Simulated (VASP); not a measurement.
# Mg (Im-3m) in VASP: further runs

Runs on Mg. Level: PBEsol. Tasks: single point.

Everything below comes from runs of VASP 6.6.1. Logs are shortened: lines on timing, memory, paths and dates and some standing lists are left out, and cuts for length are marked.

### 1 The cell of the first run

The structure is cubic, space group Im-3m (No. 229). Conventional cell: a = 2.953 Å, b = 2.953 Å, c = 2.953 Å, α = 90.00°, β = 90.00°, γ = 90.00°. Mg (site symmetry m-3m) has 14 Mg at 2.56 to 2.95 Å within 3.4 Å.

### 2 Single point, PBEsol

File INCAR:

```
SYSTEM = Mg
PREC     = Accurate       ! precision mode
ENCUT    = 520            ! plane-wave cutoff, eV
EDIFF    = 1E-6           ! SCF threshold, eV
ISMEAR   = -1             ! smearing method
SIGMA    = 0.05           ! smearing width, eV
LREAL    = .False.        ! projectors in reciprocal space
LASPH    = .True.         ! aspherical terms in the spheres
NELM     = 60             ! most SCF steps
ALGO     = Normal         ! electronic algorithm
ISIF     = 2              ! what is computed and relaxed
LWAVE    = .False.        ! write WAVECAR
LCHARG   = .False.        ! write CHGCAR
GGA      = PS             ! functional
NBANDS   = 7              ! bands
```

File KPOINTS:

```
regular mesh
0
Gamma
  16 16 16
  0 0 0
```

File POSCAR:

```
Mg
1.0
   -1.4765000000      1.4765000000      1.4765000000
    1.4765000000     -1.4765000000      1.4765000000
    1.4765000000      1.4765000000     -1.4765000000
Mg
1
Direct
    0.0000000000      0.0000000000      0.0000000000
```

Potentials or basis: VASP PAW PBE potentials, release 64 (Mg).

Command:

```console
$ cat potpaw_PBE.64/Mg/POTCAR > POTCAR
$ mpirun -np 1 vasp_std > vasp.out
```

OUTCAR:

```text
SYSTEM = Mg
   PREC = Accurate
   ENCUT = 520
   EDIFF = 1E-6
   ISMEAR = -1
   LREAL = .False.
   LASPH = .True.
   NELM = 60
   ISIF = 2
   GGA = PS

 ion  position               nearest neighbor table
   1  0.000  0.000  0.000-

  LATTYP: Found a body centered cubic cell.
 ALAT       =     2.9530000000

  Lattice vectors:

 A1 = (  -1.4765000000,   1.4765000000,   1.4765000000)
 A2 = (   1.4765000000,  -1.4765000000,   1.4765000000)
 A3 = (   1.4765000000,   1.4765000000,  -1.4765000000)

Analysis of symmetry for initial positions (statically):
=====================================================================
 Subroutine PRICEL returns:
 Original cell was already a primitive cell.

 Routine SETGRP: Setting up the symmetry group for a
 body centered cubic supercell.

 Subroutine GETGRP returns: Found 48 space group operations
 (whereof 48 operations were pure point group operations)
 out of a pool of 48 trial point group operations.

The static configuration has the point symmetry O_h .

Analysis of symmetry for dynamics (positions and initial velocities):
=====================================================================
 Subroutine PRICEL returns:
 Original cell was already a primitive cell.

 Routine SETGRP: Setting up the symmetry group for a
 body centered cubic supercell.

 Subroutine GETGRP returns: Found 48 space group operations
 (whereof 48 operations were pure point group operations)
 out of a pool of 48 trial point group operations.

The dynamic configuration has the point symmetry O_h .

 Subroutine INISYM returns: Found 48 space group operations
 (whereof 48 operations are pure point group operations),
 and found     1 'primitive' translations

----------------------------------------------------------------------------------------

                                     Primitive cell

  volume of cell :      12.8754

  direct lattice vectors                    reciprocal lattice vectors
    -1.476500000  1.476500000  1.476500000     0.000000000  0.338638673  0.338638673
     1.476500000 -1.476500000  1.476500000     0.338638673  0.000000000  0.338638673
     1.476500000  1.476500000 -1.476500000     0.338638673  0.338638673  0.000000000

  length of vectors
     2.557373017  2.557373017  2.557373017     0.478907403  0.478907403  0.478907403

[... 76 lines left out ...]
   ENCUT  =  520.0 eV  38.22 Ry    6.18 a.u.   4.76  4.76  4.76*2*pi/ulx,y,z
   NELM   =     60;   NELMIN=  2; NELMDL= -5     # of ELM steps
   EDIFF  = 0.1E-05   stopping-criterion for ELM
   LREAL  =      F    real-space projection
   EDIFFG = 0.1E-04   stopping-criterion for IOM
   NSW    =      0    number of steps for IOM
   IBRION =     -1    ionic relax: 0-MD 1-quasi-New 2-CG
   NFREE  =      0    steps in history (QN), initial steepest desc. (CG)
   ISIF   =      2    stress and relaxation
   ISYM   =      2    0-nonsym 1-usesym 2-fastsym
   POTIM  = 0.5000    time-step for ionic-motion
   TEBEG  =    0.0;   TEEND  =   0.0 temperature during run
   PSTRESS=    0.0 pullay stress
   NELECT =       2.0000    total number of electrons
   NUPDOWN=      -1.0000    fix difference up-down
   EMIN   =  10.00;   EMAX   =-10.00  energy-range for DOS
   EFERMI =   0.00;   METHOD = LEGACY
   ISMEAR =    -1;   SIGMA  =   0.05  broadening in eV -4-tet -1-fermi 0-gaus
   EFERMI_NEDOS =   21; number of points for ismear=-14 and -15
   IALGO  =     38    algorithm
   IMIX   =      4    mixing-type and parameters
     AMIX     =   0.40;   BMIX     =  1.00
     AMIX_MAG =   1.60;   BMIX_MAG =  1.00
  volume/ion in A,a.u.               =      12.88        86.89
  Fermi-wavevector in a.u.,A,eV,Ry     =   0.880031  1.663018 10.537098  0.774455
  Thomas-Fermi vector in A             =   2.000336
   LORBIT       =      0    0 simple, 1 ext, 2 COOP (PROOUT), +10 PAW based schemes
   GGA     = PS    functional components
   LHFCALC =     F    Hartree Fock is set to
   AEXX    =    0.0000 exact exchange contribution
   IVDW    =     0    specifies the selected vdW correction
   LEPSILON=     F    determine dielectric tensor
   LRPA    =     F    only Hartree local field effects (RPA)
 non-spin polarized calculation
  energy-cutoff  :      520.00
  volume of cell :       12.88
 maximum number of plane-waves:       370
   NGX =  9   NGY =  9   NGZ =  9

 number of electron       2.0000000 magnetization

 Free energy of the ion-electron system (eV)
  ---------------------------------------------------
  ext. energy  EPLUGINS =         0.00000000
  ---------------------------------------------------
  free energy    TOTEN  =        -0.53707614 eV

  energy without entropy =       -0.53476029  energy(sigma->0) =       -0.53591822

 E-fermi :   6.4849     XC(G=0): -10.5764

 val. band max:        6.4421529627   @ k =   0.3750   0.1250   0.1250
 cond. band min:       6.5292381353   @ k =   0.3750   0.1875   0.0625
 fundamental gap:      0.0870851726
 Fermi energy:         6.4848534284

 k-point     1 :       0.0000    0.0000    0.0000
  band No.  band energies     occupation
      1      -3.3363      2.00000
      2      23.9057      0.00000
      3      23.9057      0.00000
      4      23.9057      0.00000
      5      26.6789      0.00000
      6      26.6789      0.00000
      7      28.4571      0.00000
[... 221 lines left out ...]
 k-point    24 :       0.2500    0.1875    0.0000
  band No.  band energies     occupation
      1       1.4770      2.00000
      2      10.7308      0.00000
      3      13.5794      0.00000
      4      20.3432      0.00000
      5      24.2607      0.00000
      6      27.7918      0.00000
      7      30.9278      0.00000

 [... further k-points ...]

------------------------ aborting loop because EDIFF is reached ----------------------------------------

  FORCE on cell =-STRESS in cart. coord.  units (eV):
  Direction    XX          YY          ZZ          XY          YZ          ZX
  --------------------------------------------------------------------------------------
  -------------------------------------------------------------------------------------
  Total        4.9353561      4.9353561      4.9353561      0.0000000      0.0000000     -0.0000000
  in kB      614.1419099    614.1419099    614.1419099      0.0000000      0.0000000     -0.0000000
  external PRESSURE =     614.1419099 kB  Pullay stress =       0.0000000 kB

 VOLUME and BASIS-vectors are now :
 -----------------------------------------------------------------------------
  energy-cutoff  :      520.00
  volume of cell :       12.88
      direct lattice vectors                 reciprocal lattice vectors
    -1.476500000  1.476500000  1.476500000     0.000000000  0.338638673  0.338638673
     1.476500000 -1.476500000  1.476500000     0.338638673  0.000000000  0.338638673
     1.476500000  1.476500000 -1.476500000     0.338638673  0.338638673  0.000000000

 POSITION                                       TOTAL-FORCE (eV/Angst)
 -----------------------------------------------------------------------------------
      0.00000      0.00000      0.00000         0.000000      0.000000     -0.000000
 -----------------------------------------------------------------------------------
    total drift:                                0.000000      0.000000     -0.000000

  FREE ENERGIE OF THE ION-ELECTRON SYSTEM (eV)
  ---------------------------------------------------
  free  energy   TOTEN  =        -0.5370761440 eV

  energy  without entropy=       -0.5347602868  energy(sigma->0) =       -0.53591822
```

stdout:

```text
POSCAR found type information on POSCAR Mg
 POSCAR found :  1 types and       1 ions
 scaLAPACK will be used
 -----------------------------------------------------------------------------
|                                                                             |
|                                                                             |
|     You enforced a specific xc type in the INCAR file but a different       |
|     I HOPE YOU KNOW WHAT YOU ARE DOING!                                     |
|                                                                             |
 -----------------------------------------------------------------------------

 LDA part: xc-table for (Slater+PW92), standard interpolation
 POSCAR, INCAR and KPOINTS ok, starting setup
 FFT: planning ... GRIDC
 FFT: planning ... GRID_SOFT
 FFT: planning ... GRID
 WAVECAR not read
 entering main loop
```

Wall time 8.2 s (1 thread of Intel Xeon 6975P-C, shared host); peak memory 0.13 GiB.

What came out:

| Property | Result |
| --- | --- |
| Free energy | -0.5371 eV |
| Pressure | 61.4 GPa |
| Band gap on the k mesh | zero (band 1 reaches 10.40 eV, above the bottom of band 2 at 5.57 eV) |

Caveat: the PAW data sets were made with another functional, which shifts forces and pressure a little.

### 3 Single point, PBEsol (volume scaled by 1.03)

Changes to INCAR since step 2:

```diff
@@ -3,3 +3,3 @@
 ENCUT    = 520            ! plane-wave cutoff, eV
-EDIFF    = 1E-6           ! SCF threshold, eV
+EDIFF    = 1E-7           ! SCF threshold, eV
 ISMEAR   = -1             ! smearing method
```

File KPOINTS:

```
Automatic mesh
0
Gamma
  16 16 16
  0 0 0
```

File POSCAR:

```
Mg
1.0
   -1.4911197627      1.4911197627      1.4911197627
    1.4911197627     -1.4911197627      1.4911197627
    1.4911197627      1.4911197627     -1.4911197627
Mg
1
Direct
    0.0000000000      0.0000000000      0.0000000000
```

Potentials or basis: VASP PAW PBE potentials, release 64 (Mg).

Command:

```console
$ cat potpaw_PBE.64/Mg/POTCAR > POTCAR
$ mpirun -np 1 vasp_std > vasp.out
```

It took 7.5 s on 1 thread of Intel Xeon 6975P-C, shared host; peak memory 0.13 GiB.

Results (log left out):

```
Free energy            : -0.6772 eV
Pressure               : 54.9 GPa
Band gap on the k mesh : zero (band 1 reaches 10.18 eV, above the bottom of band 2 at 5.33 eV)
```

Levels at points of the mesh, in eV from the Fermi level:
```tsv
k point	band 1	band 2	band 3	band 4	band 5
(0.00, 0.00, 0.00)	-9.66	17.17	17.17	17.17	19.89
(0.50, 0.00, 0.00)	-2.28	-0.91	10.73	14.39	14.72
(0.50, 0.50, 0.50)	3.94	3.94	6.02	6.02	6.02
```

Caveat: the PAW data sets were made with another functional, which shifts forces and pressure a little.
